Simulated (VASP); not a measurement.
# W8C9 in VASP: notebook

The runs below take W8C9 through single point, with PBE.

All numbers are computed with VASP 6.6.1; they aren't measurements. Logs are shortened: lines on timing, memory, paths and dates and some standing lists are left out, and cuts for length are marked.

## Step 1: The cell of the first run

The cell holds a slab with vacuum, 17 atoms: a = 5.749 Å, b = 5.633 Å, c = 15.149 Å, α = 90.00°, β = 90.00°, γ = 90.00°.

## Step 2: Single point, PBE

INCAR

```
SYSTEM = W8C9
PREC = Accurate
ENCUT = 520
EDIFF = 1E-6
ISMEAR = -1
SIGMA = 0.15
LREAL = Auto
LASPH = .True.
NELM = 100
ALGO = Normal
ISIF = 2
LWAVE = .False.
LCHARG = .False.
GGA = PE
NBANDS = 88
```

KPOINTS

```
Automatic mesh
0
Gamma
  3 3 1
  0 0 0
```

POSCAR

```
W8C9
1.0
    5.7490600000      0.0000000000      0.0000000000
    0.0000000000      5.6331800000      0.0000000000
    0.0000000000      0.0000000000     15.1490270000
W C
8 9
Direct
    0.0000000000      0.0000000000      0.0660108402
    0.2650172376      0.0045267504      0.2211957243
    0.0000000000      0.5000017752      0.0660108402
    0.2701137229      0.5097831065      0.2284239113
    0.4999947818      0.0000000000      0.0660108402
    0.7533057578     -0.0222432090      0.2342196631
    0.4999947818      0.5000017752      0.0660108402
    0.7677429006      0.4940726197      0.2413158284
    0.0314138311      0.2449948342      0.1703805796
    0.3011796711      0.2692085110      0.3216708241
    0.0001565473      0.7299074413      0.1743082245
    0.4698855117      0.8534788521      0.3444445640
    0.5204676938      0.2384621120      0.1711727096
    0.7098029939      0.2067748590      0.3313546144
    0.5155625441      0.7305642639      0.1695884495
    0.6655348874      0.7169662606      0.3350974290
    0.4736252535      0.1291987829      0.3590131564
```

Potentials or basis: VASP PAW PBE potentials, release 64 (W_sv, C).

Run with:

```
> cat potpaw_PBE.64/W_sv/POTCAR potpaw_PBE.64/C/POTCAR > POTCAR
> mpirun -np 1 vasp_std > vasp.out
```

OUTCAR:

```text
SYSTEM = W8C9
   PREC = Accurate
   ENCUT = 520
   EDIFF = 1E-6
   ISMEAR = -1
   LREAL = Auto
   LASPH = .True.
   NELM = 100
   ISIF = 2
   GGA = PE

 ion  position               nearest neighbor table
   1  0.000  0.000  0.066-   9 2.11  11 2.24   2 2.80   3 2.82   3 2.82   5 2.87   5 2.87   6 2.92

   2  0.265  0.005  0.221-   9 2.06  13 2.11  10 2.14  15 2.25  11 2.28  12 2.37  17 2.51   5 2.71
                             4 2.79   1 2.80   6 2.82   4 2.85   6 2.95
   3  0.000  0.500  0.066-  11 2.09   9 2.14   1 2.82   1 2.82   7 2.87   7 2.87   4 2.91   8 2.97

   4  0.270  0.510  0.228-  10 1.97  15 2.08  11 2.15   9 2.21  13 2.27   2 2.79   7 2.79   2 2.85
                             8 2.87   8 2.90   3 2.91
   5  0.500  0.000  0.066-  13 2.09  15 2.18   2 2.71   7 2.82   7 2.82   1 2.87   1 2.87   6 2.94

   6  0.753  0.978  0.234-  14 1.97  16 2.18  15 2.18  11 2.19  13 2.20   9 2.40  12 2.44  17 2.62
                             8 2.73   2 2.82   8 2.91   1 2.92   5 2.94   2 2.95
   7  0.500  0.500  0.066-  15 2.04  13 2.17   4 2.79   5 2.82   5 2.82   3 2.87   3 2.87   8 3.07

   8  0.768  0.494  0.241-  16 1.98  11 2.14  14 2.14  15 2.25  13 2.29   9 2.33   6 2.73   4 2.87
                             4 2.90   6 2.91   3 2.97   7 3.07
   9  0.031  0.245  0.170-   2 2.06   1 2.11   3 2.14   4 2.21   8 2.33   6 2.40
  10  0.301  0.269  0.322-  17 1.39   4 1.97   2 2.14
  11  0.000  0.730  0.174-   3 2.09   8 2.14   4 2.15   6 2.19   1 2.24   2 2.28
  12  0.470  0.853  0.344-  16 1.37  17 1.57   2 2.37   6 2.44
  13  0.520  0.238  0.171-   5 2.09   2 2.11   7 2.17   6 2.20   4 2.27   8 2.29
  14  0.710  0.207  0.331-  17 1.49   6 1.97   8 2.14
  15  0.516  0.731  0.170-   7 2.04   4 2.08   6 2.18   5 2.18   8 2.25   2 2.25
  16  0.666  0.717  0.335-  12 1.37   8 1.98   6 2.18
  17  0.474  0.129  0.359-  10 1.39  14 1.49  12 1.57   2 2.51   6 2.62

  LATTYP: Found a simple orthorhombic cell.
 ALAT       =     5.6331800000
 B/A-ratio  =     1.0205709741
 C/A-ratio  =     2.6892495890

  Lattice vectors:

 A1 = (   0.0000000000,  -5.6331800000,   0.0000000000)
 A2 = (   5.7490600000,   0.0000000000,   0.0000000000)
 A3 = (   0.0000000000,   0.0000000000,  15.1490270000)

Analysis of symmetry for initial positions (statically):
=====================================================================
 Subroutine PRICEL returns:
 Original cell was already a primitive cell.

 Routine SETGRP: Setting up the symmetry group for a
 simple orthorhombic supercell.

 Subroutine GETGRP returns: Found  1 space group operations
 (whereof  1 operations were pure point group operations)
 out of a pool of  8 trial point group operations.

[... 130 lines left out ...]
   ISIF   =      2    stress and relaxation
   ISYM   =      2    0-nonsym 1-usesym 2-fastsym
   POTIM  = 0.5000    time-step for ionic-motion
   TEBEG  =    0.0;   TEEND  =   0.0 temperature during run
   PSTRESS=    0.0 pullay stress
   NELECT =     148.0000    total number of electrons
   NUPDOWN=      -1.0000    fix difference up-down
   EMIN   =  10.00;   EMAX   =-10.00  energy-range for DOS
   EFERMI =   0.00;   METHOD = LEGACY
   ISMEAR =    -1;   SIGMA  =   0.15  broadening in eV -4-tet -1-fermi 0-gaus
   EFERMI_NEDOS =   21; number of points for ismear=-14 and -15
   IALGO  =     38    algorithm
   IMIX   =      4    mixing-type and parameters
     AMIX     =   0.40;   BMIX     =  1.00
     AMIX_MAG =   1.60;   BMIX_MAG =  1.00
  volume/ion in A,a.u.               =      28.86       194.75
  Fermi-wavevector in a.u.,A,eV,Ry     =   1.097953  2.074830 16.401828  1.205500
  Thomas-Fermi vector in A             =   2.234322
   LORBIT       =      0    0 simple, 1 ext, 2 COOP (PROOUT), +10 PAW based schemes
   GGA     = PE    functional components
   LHFCALC =     F    Hartree Fock is set to
   AEXX    =    0.0000 exact exchange contribution
   IVDW    =     0    specifies the selected vdW correction
   LEPSILON=     F    determine dielectric tensor
   LRPA    =     F    only Hartree local field effects (RPA)
 non-spin polarized calculation
  energy-cutoff  :      520.00
  volume of cell :      490.61
 maximum number of plane-waves:     13218
 NGX is ok and might be reduce to    48
   NGX = 21   NGY = 21   NGZ = 57

 number of electron     147.9999986 magnetization

 Free energy of the ion-electron system (eV)
  ---------------------------------------------------
  ext. energy  EPLUGINS =         0.00000000
  ---------------------------------------------------
  free energy    TOTEN  =      -167.19078049 eV

  energy without entropy =     -166.51597460  energy(sigma->0) =     -166.85337754

 E-fermi :   0.8703     XC(G=0):  -6.2821

 val. band max:        0.7791432165   @ k =  -0.3333   0.3333   0.0000
 cond. band min:       0.9116221368   @ k =   0.3333   0.0000   0.0000
 fundamental gap:      0.1324789203
 Fermi energy:         0.8702880408

 k-point     1 :       0.0000    0.0000    0.0000
  band No.  band energies     occupation
      1     -73.5157      2.00000
      2     -73.4852      2.00000
      3     -73.4670      2.00000
      4     -73.4614      2.00000
      5     -73.4319      2.00000
      6     -73.4213      2.00000
[... 434 lines left out ...]
     85       2.4688      0.00005
     86       2.5890      0.00002
 [bands above 86 left out]

------------------------ aborting loop because EDIFF is reached ----------------------------------------

  FORCE on cell =-STRESS in cart. coord.  units (eV):
  Direction    XX          YY          ZZ          XY          YZ          ZX
  --------------------------------------------------------------------------------------
  -------------------------------------------------------------------------------------
  Total       -9.6840121     -0.5791729      6.2211161     -2.7685194      1.2180682     -3.4276817
  in kB      -31.6250117     -1.8914008     20.3162561     -9.0411347      3.9778369    -11.1937567
  external PRESSURE =      -4.4000522 kB  Pullay stress =       0.0000000 kB

 VOLUME and BASIS-vectors are now :
 -----------------------------------------------------------------------------
  energy-cutoff  :      520.00
  volume of cell :      490.61
      direct lattice vectors                 reciprocal lattice vectors
     5.749060000  0.000000000  0.000000000     0.173941479  0.000000000  0.000000000
     0.000000000  5.633180000  0.000000000     0.000000000  0.177519625  0.000000000
     0.000000000  0.000000000 15.149027000     0.000000000  0.000000000  0.066010840

 POSITION                                       TOTAL-FORCE (eV/Angst)
 -----------------------------------------------------------------------------------
      0.00000      0.00000      1.00000         0.240564     -0.295680     -0.078102
      1.52360      0.02550      3.35090         0.099807     -1.268404      1.517537
      0.00000      2.81660      1.00000         0.241120     -0.344240      0.294493
      1.55290      2.87170      3.46040        -0.662765     -0.778068      0.193708
      2.87450      0.00000      1.00000         0.437750     -0.240057     -1.140979
      4.33080      5.50788      3.54820         0.553674      0.718022     -0.627534
[... 9 lines left out ...]
      3.82620      4.03880      5.07640        -1.157995      0.175782      0.087086
      2.72290      0.72780      5.43870         1.685091     -1.168123     -0.618491
 -----------------------------------------------------------------------------------
    total drift:                               -0.010609      0.007557     -0.014479

  FREE ENERGIE OF THE ION-ELECTRON SYSTEM (eV)
  ---------------------------------------------------
  free  energy   TOTEN  =      -167.1907804909 eV

  energy  without entropy=     -166.5159745986  energy(sigma->0) =     -166.85337754
```

Wall time 13 min (1 thread of Intel Xeon 8259CL, shared host); peak memory 0.58 GiB.

Results:

| Item | Value |
| --- | --- |
| Free energy | -167.1908 eV |
| Largest force | 2.142 eV/Å |
| Band gap on the k mesh | zero (bands 74 and 75 overlap by 0.11 eV) |

Forces in eV/Å, atoms in the order of the input:
```
W    0.241 -0.296 -0.078
W    0.100 -1.268  1.518
W    0.241 -0.344  0.294
W   -0.663 -0.778  0.194
W    0.438 -0.240 -1.141
W    0.554  0.718 -0.628
W    0.509 -0.744 -0.533
W   -0.555 -1.876 -0.710
C   -1.528  0.436 -0.378
C   -0.181 -0.461  1.350
C    0.782  1.700 -0.083
C    0.100  1.077 -0.317
C    0.297  0.905 -0.389
C   -1.002  1.090  1.384
C    0.140  1.073  0.049
C   -1.158  0.176  0.087
C    1.685 -1.168 -0.618
```

Levels at points of the mesh, in eV from the Fermi level:
```tsv
k point	band 72	band 73	band 74	band 75	band 76	band 77
(0.00, 0.00, 0.00)	-0.27	-0.22	0.16	0.22	0.64	0.72
```

Caveat: the k points lie up to 0.37 Å⁻¹ apart; spin-orbit coupling is left out, which moves the levels of the heavy elements.

## Step 3: Single point, PBE

INCAR

```
SYSTEM = W8C9
  PREC = Accurate
  ENCUT = 520
  EDIFF = 1E-6
  ISMEAR = -1
  SIGMA = 0.15
  LREAL = Auto
  LASPH = .True.
  NELM = 80
  ALGO = Normal
  ISIF = 2
  LWAVE = .False.
  LCHARG = .True.
  GGA = PE
  LELF = .True.
  LVHAR = .True.
  NBANDS = 88
```

KPOINTS is that of step 2.

POSCAR

```
W8C9
1.0
    5.7490600000      0.0000000000      0.0000000000
    0.0000000000      5.6331800000      0.0000000000
    0.0000000000      0.0000000000     15.1490270000
W C
8 9
Direct
    0.0000000000      0.0000000000      0.0660108402
    0.2646693546      0.0025385306      0.2224565314
    0.0000000000      0.5000017752      0.0660108402
    0.2646867488      0.5014574361      0.2281466658
    0.4999947818      0.0000000000      0.0660108402
    0.7448869902     -0.0187815763      0.2267208316
    0.4999947818      0.5000017752      0.0660108402
    0.7598111691      0.4900606762      0.2417118934
    0.0050095146      0.2422965359      0.1730144121
    0.2711399777      0.2549181812      0.3219216653
    0.0152024853      0.7486890176      0.1812459638
    0.4760256459      0.8855388963      0.3462004523
    0.5317043134      0.2656581185      0.1747967048
    0.7089854689      0.2144792107      0.3314140241
    0.5108835183      0.7354638055      0.1647762592
    0.5811558759      0.6856873027      0.3268658773
    0.4804263654      0.1469862493      0.3554485711
```

Potentials or basis: VASP PAW PBE potentials, release 64 (W_sv, C).

Run with:

```
> cat potpaw_PBE.64/W_sv/POTCAR potpaw_PBE.64/C/POTCAR > POTCAR
> mpirun -np 1 vasp_std > vasp.out
```

OUTCAR:

```text
SYSTEM = W8C9
   PREC = Accurate
   ENCUT = 520
   EDIFF = 1E-6
   ISMEAR = -1
   LREAL = Auto
   LASPH = .True.
   NELM = 80
   ISIF = 2
   GGA = PE

 ion  position               nearest neighbor table
   1  0.000  0.000  0.066-   9 2.12  11 2.25   2 2.82   3 2.82   3 2.82   6 2.84   5 2.87   5 2.87

   2  0.265  0.003  0.222-  10 2.07  11 2.12   9 2.15  15 2.24  13 2.25  12 2.33  17 2.50   5 2.73
                             6 2.76   4 2.81   1 2.82   4 2.82   6 2.99
   3  0.000  0.500  0.066-   9 2.18  11 2.24   1 2.82   1 2.82   7 2.87   7 2.87   4 2.89   8 3.00
[... 675 lines left out ...]
  Total       -5.6341754      2.8031798      7.0107690     -3.5007334      0.8273560     -1.9410088
  in kB      -18.3994879      9.1543251     22.8950203    -11.4323209      2.7018908     -6.3387392
  external PRESSURE =       4.5499525 kB  Pullay stress =       0.0000000 kB

 VOLUME and BASIS-vectors are now :
 -----------------------------------------------------------------------------
  energy-cutoff  :      520.00
  volume of cell :      490.61
      direct lattice vectors                 reciprocal lattice vectors
     5.749060000  0.000000000  0.000000000     0.173941479  0.000000000  0.000000000
     0.000000000  5.633180000  0.000000000     0.000000000  0.177519625  0.000000000
     0.000000000  0.000000000 15.149027000     0.000000000  0.000000000  0.066010840

 POSITION                                       TOTAL-FORCE (eV/Angst)
 -----------------------------------------------------------------------------------
      0.00000      0.00000      1.00000         0.299041     -0.125446     -0.083951
      1.52160      0.01430      3.37000        -0.364128     -0.315252      0.964873
      0.00000      2.81660      1.00000         0.304261     -0.167983      1.020895
      1.52170      2.82480      3.45620        -0.250672      0.621130      0.301345
      2.87450      0.00000      1.00000         0.301386      0.582475     -1.028702
      4.28240      5.52738      3.43460         0.782810      0.446984      1.524569
[... 9 lines left out ...]
      3.34110      3.86260      4.95170         0.405424      0.656762      0.440393
      2.76200      0.82800      5.38470        -0.534341     -1.102448      0.052775
 -----------------------------------------------------------------------------------
    total drift:                                0.004770      0.008162      0.023159

  FREE ENERGIE OF THE ION-ELECTRON SYSTEM (eV)
  ---------------------------------------------------
  free  energy   TOTEN  =      -167.2481011021 eV

  energy  without entropy=     -166.5309101325  energy(sigma->0) =     -166.88950562
```

stdout:

```text
POSCAR found type information on POSCAR W C
 POSCAR found :  2 types and      17 ions
 scaLAPACK will be used
 LDA part: xc-table for (Slater+PW92), standard interpolation
 POSCAR, INCAR and KPOINTS ok, starting setup
 FFT: planning ... GRIDC
 FFT: planning ... GRID_SOFT
 FFT: planning ... GRID
 WAVECAR not read
 entering main loop
```

Wall time 12 min (1 thread of Intel Xeon 8259CL, shared host); peak memory 0.59 GiB.

What came out:

| Quantity | Value |
| --- | --- |
| Free energy | -167.2481 eV |
| Largest force | 2.387 eV/Å |
| Band gap on the k mesh | zero (bands 74 and 75 overlap by 0.03 eV) |

Forces on the atoms (eV/Å):
```
W    0.299 -0.125 -0.084
W   -0.364 -0.315  0.965
W    0.304 -0.168  1.021
W   -0.251  0.621  0.301
W    0.301  0.582 -1.029
W    0.783  0.447  1.525
W    0.335 -0.818 -1.096
W    0.709 -0.725 -1.344
C    0.316  0.274 -0.444
C    0.783 -0.220  1.553
C   -0.928 -0.076 -0.891
C   -0.871  0.059 -0.235
C   -1.319 -0.990 -1.726
C    0.152  0.879  0.256
C   -0.119  1.020  0.735
C    0.405  0.657  0.440
C   -0.534 -1.102  0.053
```

Levels at points of the mesh, in eV from the Fermi level:
```tsv
k point	band 70	band 71	band 72	band 73	band 74	band 75	band 76	band 77	band 78	band 79
(0.00, 0.00, 0.00)	-0.60	-0.46	-0.23	-0.11	0.07	0.28	0.61	0.67	1.08	1.31
```

Caveat: the k points lie up to 0.37 Å⁻¹ apart; spin-orbit coupling is left out, which moves the levels of the heavy elements.
